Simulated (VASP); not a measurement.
# Hg in VASP: a series of runs

Hg is run at these levels: PBE; tasks: single point.

All numbers are computed with VASP 6.6.1; they aren't measurements. Logs are shortened: lines on timing, memory, paths and dates and some standing lists are left out, and cuts for length are marked.

## (1) The cell of the first run

It takes space group P6_3/mmc (No. 194, hexagonal). Conventional cell: a = 3.331 Å, b = 3.331 Å, c = 5.774 Å, α = 90.00°, β = 90.00°, γ = 120.00°. Hg (site symmetry -6m2) has 12 Hg at 3.33 to 3.47 Å within 4.4 Å.

## (2) Single point, PBE (strained)

INCAR reads:

```
PREC = Accurate ; ENCUT = 520
EDIFF = 1E-6 ; ISMEAR = 0
SIGMA = 0.05 ; LREAL = False
LASPH = True ; NELM = 100
ALGO = Normal ; ISIF = 2
LWAVE = False ; LCHARG = False
GGA = PE ; NBANDS = 19
```

KPOINTS reads:

```
Automatic mesh
0
Gamma
  12 12 8
```

POSCAR reads:

```
Hg
1.0
    3.3311263246      0.0000000000      0.0000000000
   -1.6655631623      2.8848400203      0.0000000000
    0.0000000000      0.0000000000      5.7742726776
Hg
2
Direct
    0.6666666700      0.3333333300      0.7500000000
    0.3333333300      0.6666666700      0.2500000000
```

Potentials or basis: VASP PAW PBE potentials, release 64 (Hg).

Launch:

```bash
cat potpaw_PBE.64/Hg/POTCAR > POTCAR
mpirun -np 1 vasp_std > vasp.out
```

OUTCAR:

```text
PREC = Accurate
   ENCUT = 520
   EDIFF = 1E-6
   ISMEAR = 0
   LREAL = False
   LASPH = True
   NELM = 100
   ISIF = 2
   GGA = PE

 ion  position               nearest neighbor table
   1  0.667  0.333  0.750-   2 3.47   2 3.47   2 3.47   2 3.47   2 3.47   2 3.47
   2  0.333  0.667  0.250-   1 3.47   1 3.47   1 3.47   1 3.47   1 3.47   1 3.47

  LATTYP: Found a hexagonal cell.
 ALAT       =     3.3311263246
 C/A-ratio  =     1.7334295115

  Lattice vectors:

 A1 = (   3.3311263246,   0.0000000000,   0.0000000000)
 A2 = (  -1.6655631623,   2.8848400203,   0.0000000000)
 A3 = (   0.0000000000,   0.0000000000,   5.7742726776)

Analysis of symmetry for initial positions (statically):
=====================================================================
 Subroutine PRICEL returns:
 Original cell was already a primitive cell.

 Routine SETGRP: Setting up the symmetry group for a
 hexagonal supercell.

 Subroutine GETGRP returns: Found 24 space group operations
 (whereof 12 operations were pure point group operations)
 out of a pool of 24 trial point group operations.

The static configuration has the point symmetry D_3d.
 The point group associated with its full space group is D_6h.

Analysis of symmetry for dynamics (positions and initial velocities):
=====================================================================
 Subroutine PRICEL returns:
 Original cell was already a primitive cell.

 Routine SETGRP: Setting up the symmetry group for a
 hexagonal supercell.

 Subroutine GETGRP returns: Found 24 space group operations
 (whereof 12 operations were pure point group operations)
 out of a pool of 24 trial point group operations.

The dynamic configuration has the point symmetry D_3d.
 The point group associated with its full space group is D_6h.

 Subroutine INISYM returns: Found 24 space group operations
 (whereof 12 operations are pure point group operations),
 and found     1 'primitive' translations

----------------------------------------------------------------------------------------

                                     Primitive cell

  volume of cell :      55.4894

  direct lattice vectors                    reciprocal lattice vectors
     3.331126325  0.000000000  0.000000000     0.300198762  0.173319836  0.000000000
[... 80 lines left out ...]
   ISPIN  =      1    spin polarized calculation?
   LNONCOLLINEAR =      F non collinear calculations
   LSORBIT =      F    spin-orbit coupling
   LASPH  =      T    aspherical Exc in radial PAW
   ENCUT  =  520.0 eV  38.22 Ry    6.18 a.u.   6.19  6.19 10.74*2*pi/ulx,y,z
   NELM   =    100;   NELMIN=  2; NELMDL= -5     # of ELM steps
   EDIFF  = 0.1E-05   stopping-criterion for ELM
   LREAL  =      F    real-space projection
   EDIFFG = 0.1E-04   stopping-criterion for IOM
   NSW    =      0    number of steps for IOM
   IBRION =     -1    ionic relax: 0-MD 1-quasi-New 2-CG
   NFREE  =      0    steps in history (QN), initial steepest desc. (CG)
   ISIF   =      2    stress and relaxation
   ISYM   =      2    0-nonsym 1-usesym 2-fastsym
   POTIM  = 0.5000    time-step for ionic-motion
   TEBEG  =    0.0;   TEEND  =   0.0 temperature during run
   PSTRESS=    0.0 pullay stress
   NELECT =      24.0000    total number of electrons
   NUPDOWN=      -1.0000    fix difference up-down
   EMIN   =  10.00;   EMAX   =-10.00  energy-range for DOS
   EFERMI =   0.00;   METHOD = LEGACY
   ISMEAR =     0;   SIGMA  =   0.05  broadening in eV -4-tet -1-fermi 0-gaus
   EFERMI_NEDOS =   21; number of points for ismear=-14 and -15
   IALGO  =     38    algorithm
   IMIX   =      4    mixing-type and parameters
     AMIX     =   0.40;   BMIX     =  1.00
     AMIX_MAG =   1.60;   BMIX_MAG =  1.00
  volume/ion in A,a.u.               =      27.74       187.23
  Fermi-wavevector in a.u.,A,eV,Ry     =   1.238061  2.339595 20.854926  1.532794
  Thomas-Fermi vector in A             =   2.372602
   LORBIT       =      0    0 simple, 1 ext, 2 COOP (PROOUT), +10 PAW based schemes
   GGA     = PE    functional components
   LHFCALC =     F    Hartree Fock is set to
   AEXX    =    0.0000 exact exchange contribution
   IVDW    =     0    specifies the selected vdW correction
   LEPSILON=     F    determine dielectric tensor
   LRPA    =     F    only Hartree local field effects (RPA)
 non-spin polarized calculation
 Gauss-broadening in eV      SIGMA  =   0.05
  energy-cutoff  :      520.00
  volume of cell :       55.49
 maximum number of plane-waves:      1515
 NGX is ok and might be reduce to    28
   NGX = 13   NGY = 13   NGZ = 21

 number of electron      24.0000003 magnetization

 Free energy of the ion-electron system (eV)
  ---------------------------------------------------
  ext. energy  EPLUGINS =         0.00000000
  ---------------------------------------------------
  free energy    TOTEN  =        -0.33126447 eV

  energy without entropy =       -0.33066534  energy(sigma->0) =       -0.33096491

 E-fermi :   1.1455     XC(G=0):  -9.9711

 val. band max:        1.1292475575   @ k =   0.3333   0.1667   0.0000
 cond. band min:       1.2272916303   @ k =   0.5000   0.0000   0.3750
 fundamental gap:      0.0980440729
 Fermi energy:         1.1454654030

 k-point     1 :       0.0000    0.0000    0.0000
  band No.  band energies     occupation
      1      -6.2517      2.00000
      2      -5.6967      2.00000
      3      -5.0757      2.00000
      4      -4.9249      2.00000
      5      -4.9249      2.00000
      6      -4.8519      2.00000
[... 505 lines left out ...]
      6      -4.7518      2.00000
[... 11 lines left out ...]
     18      13.3894      0.00000
     19      13.5094      0.00000

 [... further k-points ...]

------------------------ aborting loop because EDIFF is reached ----------------------------------------

  FORCE on cell =-STRESS in cart. coord.  units (eV):
  Direction    XX          YY          ZZ          XY          YZ          ZX
  --------------------------------------------------------------------------------------
  -------------------------------------------------------------------------------------
  Total        0.6511512      0.6511512      0.1250896      0.0000000     -0.0000000      0.0000000
  in kB       18.8010577     18.8010577      3.6117817      0.0000000     -0.0000000      0.0000000
  external PRESSURE =      13.7379657 kB  Pullay stress =       0.0000000 kB

 VOLUME and BASIS-vectors are now :
 -----------------------------------------------------------------------------
  energy-cutoff  :      520.00
  volume of cell :       55.49
      direct lattice vectors                 reciprocal lattice vectors
     3.331126325  0.000000000  0.000000000     0.300198762  0.173319836  0.000000000
    -1.665563162  2.884840020  0.000000000     0.000000000  0.346639673  0.000000000
     0.000000000  0.000000000  5.774272678     0.000000000  0.000000000  0.173181984

 POSITION                                       TOTAL-FORCE (eV/Angst)
 -----------------------------------------------------------------------------------
      1.66556      0.96161      4.33070         0.000000     -0.000000      0.000000
     -0.00000      1.92323      1.44357        -0.000000      0.000000      0.000000
 -----------------------------------------------------------------------------------
    total drift:                               -0.000002      0.000001     -0.000000

  FREE ENERGIE OF THE ION-ELECTRON SYSTEM (eV)
  ---------------------------------------------------
  free  energy   TOTEN  =        -0.3312644749 eV

  energy  without entropy=       -0.3306653431  energy(sigma->0) =       -0.33096491
```

stdout:

```text
POSCAR found type information on POSCAR Hg
 POSCAR found :  1 types and       2 ions
 scaLAPACK will be used
 LDA part: xc-table for (Slater+PW92), standard interpolation
 POSCAR, INCAR and KPOINTS ok, starting setup
 FFT: planning ... GRIDC
 FFT: planning ... GRID_SOFT
 FFT: planning ... GRID
 WAVECAR not read
 entering main loop
```

Run time: 29 s. Hardware: 1 thread of Intel Xeon 6975P-C (Granite Rapids), shared host; peak memory 0.23 GiB.

Results:

- Free energy: -0.3313 eV
- Pressure: 1.4 GPa
- Band gap on the k mesh: zero (bands 12 and 13 overlap by 0.83 eV)

Caveat: the cell differs from its parent crystal (strained); spin-orbit coupling is left out, which moves the levels of the heavy elements.

## (3) Single point, PBE (strained and its atoms moved)

INCAR reads:

```
SYSTEM = Hg
ALGO = Normal ; EDIFF = 1E-6
ENCUT = 520 ; GGA = PE
ISIF = 2 ; ISMEAR = 0
LASPH = .TRUE. ; LCHARG = .FALSE.
LREAL = .FALSE. ; LWAVE = .FALSE.
NBANDS = 19 ; NELM = 100
PREC = Accurate ; SIGMA = 0.05
```

KPOINTS reads:

```
k-points
0
G
  12 12 8
  0 0 0
```

POSCAR reads:

```
Hg
1.0
    3.3836419768      0.0000000000      0.0000000000
   -1.6918209884      2.9303199092      0.0000000000
    0.0000000000      0.0000000000      5.1990129914
Hg
2
Direct
    0.6666666700      0.3333333300      0.7445330777
    0.3333333300      0.6666666700      0.2554669223
```

Potentials or basis: VASP PAW PBE potentials, release 64 (Hg).

Launch:

```bash
cat potpaw_PBE.64/Hg/POTCAR > POTCAR
mpirun -np 1 vasp_std > vasp.out
```

Run time: 34 s. Hardware: 1 thread of Intel Xeon 6975P-C (Granite Rapids), shared host; peak memory 0.25 GiB.

Results (log left out):

- Free energy: -0.2883 eV
- Pressure: 2.7 GPa
- Largest force: 0.140 eV/Å
- Band gap on the k mesh: zero (bands 12 and 13 overlap by 0.83 eV)

Forces in eV/Å, atoms in the order of the input:
```
Hg   0.000  0.000  0.140
Hg   0.000  0.000 -0.140
```

Stress tensor (GPa, compression positive):
```
2.52 0.00 0.00
0.00 2.52 0.00
0.00 0.00 2.99
```

Levels at points of the mesh, in eV from the Fermi level:
```
           k point  band 9  band 10  band 11  band 12  band 13  band 14  band 15  band 16
(0.00, 0.00, 0.00)   -6.18    -5.51    -5.51    -0.85    -0.64    11.31    11.31    12.71
(0.50, 0.00, 0.00)   -5.46    -5.37    -2.45    -2.01     3.00     3.62     4.34     6.46
(0.00, 0.00, 0.50)   -5.73    -5.73    -5.67    -5.67     7.36     7.74    12.38    12.38
(0.50, 0.00, 0.50)   -5.50    -5.48    -1.29    -1.12    -0.04     0.18     8.56     8.82
```

Caveat: the cell differs from its parent crystal (strained and its atoms moved); spin-orbit coupling is left out, which moves the levels of the heavy elements.

The gap in the log of VASP goes by the Fermi energy; the results here count the filled bands.